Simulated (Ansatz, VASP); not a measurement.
# HfO2 in VASP and in Ansatz

```
CELL_PARAMETERS angstrom
5.53072 0.00000 0.00000
-2.76536 4.78974 0.00000
0.00000 0.00000 2.85221
ATOMIC_POSITIONS crystal
Hf 0.33333 0.66667 0.50000
Hf 0.66667 0.33333 0.50000
O 0.50000 0.00000 0.00000
O 0.00000 0.50000 0.00000
O 0.50000 0.50000 0.00000
O 0.00000 0.00000 0.00000
```

Alike in both runs: functional PBE; k mesh 12 × 12 × 14; occupations gaussian, width 0.1 eV; no spin polarisation.

Ansatz relaxed the structure, and its values are those at the end. VASP's run is a single point on that final structure, the one shown.

```csv
,VASP,Ansatz
version,VASP 6.6.1,Ansatz 0.2.0
potentials or method,"VASP PAW PBE potentials, release 64 (Hf_pv, O), cutoff 520 eV","scalar-relativistic, plane waves, PAW"
valence electrons in the cell,44,76
```

```tsv
	VASP	Ansatz	Ansatz less VASP
gap on the k mesh at the Fermi level (eV)	none	none	-
pressure (GPa)	-2.5	0.0	+2.54
```

A gap of «none» marks a metal or a gap that the smearing closes. With one functional, cell and mesh, what is left measures potentials, basis and numerics. VASP's potentials hold 44 valence electrons a cell and Ansatz's 76, so a difference there can come from the potentials and not from the codes.

Neither program's run includes spin-orbit coupling.
